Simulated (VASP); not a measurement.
Wanted: the native input for a VASP 6.6.1 run.

* Task: single point
* Functional: r2SCAN
* Potentials or basis: VASP PAW PBE potentials, release 64 (Hf_pv, O)
* Cutoff: 520 eV
* k mesh: 5 × 7 × 3
* Occupations: gaussian, width 0.05 eV
* Spin: no spin polarisation
* Dipole correction: no
* Further INCAR settings: ALGO = Normal; EDIFF = 1e-06; NBANDS = 56

HfO2:

```xyz
12
Lattice="0.0000 -4.8382 0.0000 0.0000 0.0000 -3.2203 9.6764 -1.9353 0.0000" Properties=species:S:1:pos:R:3 pbc="T T T"
Hf    4.3665   -4.8382    0.0000
Hf    9.2047   -4.8382    0.0000
Hf    1.9474   -2.4191   -1.6102
Hf    6.7856   -2.4191   -1.6102
O     0.4713   -0.9431   -1.6102
O     5.3095   -0.9431   -1.6102
O     1.0043   -3.3622    0.0000
O     5.8425   -3.3622    0.0000
O     2.8904   -1.4760    0.0000
O     7.7286   -1.4760    0.0000
O     3.4234   -3.8951   -1.6102
O     8.2616   -3.8951   -1.6102
```

One way to write it, as run:

POSCAR

```
HfO2
1.0
    0.0000000000     -4.8382036357      0.0000000000
    0.0000000000      0.0000000000     -3.2203479143
    9.6764072713     -1.9352814543      0.0000000000
Hf O
4 8
Direct
    0.8195000000      0.0000000000      0.4512500000
    0.6195000000      0.0000000000      0.9512500000
    0.4195000000      0.5000000000      0.2012500000
    0.2195000000      0.5000000000      0.7012500000
    0.1754353464      0.5000000000      0.0487095915
   -0.0245646536      0.5000000000      0.5487095915
    0.6534030196      0.0000000000      0.1037904085
    0.4534030196      0.0000000000      0.6037904085
    0.1855969804      0.0000000000      0.2987095915
   -0.0144030196      0.0000000000      0.7987095915
    0.6635646536      0.5000000000      0.3537904085
    0.4635646536      0.5000000000      0.8537904085
```

INCAR.step1

```
PREC     = Accurate       # precision mode
ENCUT    = 520            # plane-wave cutoff, eV
ISMEAR   = 0              # smearing method
SIGMA    = 0.05           # smearing width, eV
LREAL    = F              # projectors in reciprocal space
LASPH    = T              # aspherical terms in the spheres
NELM     = 60             # most SCF steps
NBANDS   = 56             # bands
GGA      = PE             # functional
ALGO     = Normal         # electronic algorithm
EDIFF    = 1E-4           # SCF threshold, eV
LWAVE    = T              # write WAVECAR
LCHARG   = F              # write CHGCAR
```

INCAR.step2

```
PREC     = Accurate       # precision mode
ENCUT    = 520            # plane-wave cutoff, eV
EDIFF    = 1E-6           # SCF threshold, eV
ISMEAR   = 0              # smearing method
SIGMA    = 0.05           # smearing width, eV
LREAL    = F              # projectors in reciprocal space
LASPH    = T              # aspherical terms in the spheres
NELM     = 60             # most SCF steps
ALGO     = Normal         # electronic algorithm
ISIF     = 2              # what is computed and relaxed
LWAVE    = F              # write WAVECAR
LCHARG   = F              # write CHGCAR
METAGGA  = R2SCAN         # meta-GGA
LMIXTAU  = T            
NBANDS   = 56             # bands
ISTART   = 1
```

KPOINTS

```
Automatic mesh
0
Gamma
  5 7 3
```

Potentials or basis: VASP PAW PBE potentials, release 64 (Hf_pv, O).

Command:

```bash
$ cat potpaw_PBE.64/Hf_pv/POTCAR potpaw_PBE.64/O/POTCAR > POTCAR
$ cp INCAR.step1 INCAR
$ mpirun -np 1 vasp_std > vasp.out
$ cp INCAR.step2 INCAR
$ mpirun -np 1 vasp_std > vasp.out
```

It gave:

- Pressure: 14.5 GPa
- Largest force: 31.274 eV/Å
- Band gap on the k mesh: 0.45 eV

Caveat: the cell stands under pressure; the PAW data sets were made with another functional, which shifts forces and pressure a little; spin-orbit coupling is left out, which moves the levels of the heavy elements; an odd mesh through Γ misses points on the zone boundary, where band edges can lie.

Run time: 7.6 min on 1 thread of Intel(R) Xeon(R) 6975P-C (Granite Rapids), with other jobs on the host, peak memory 0.38 GiB.
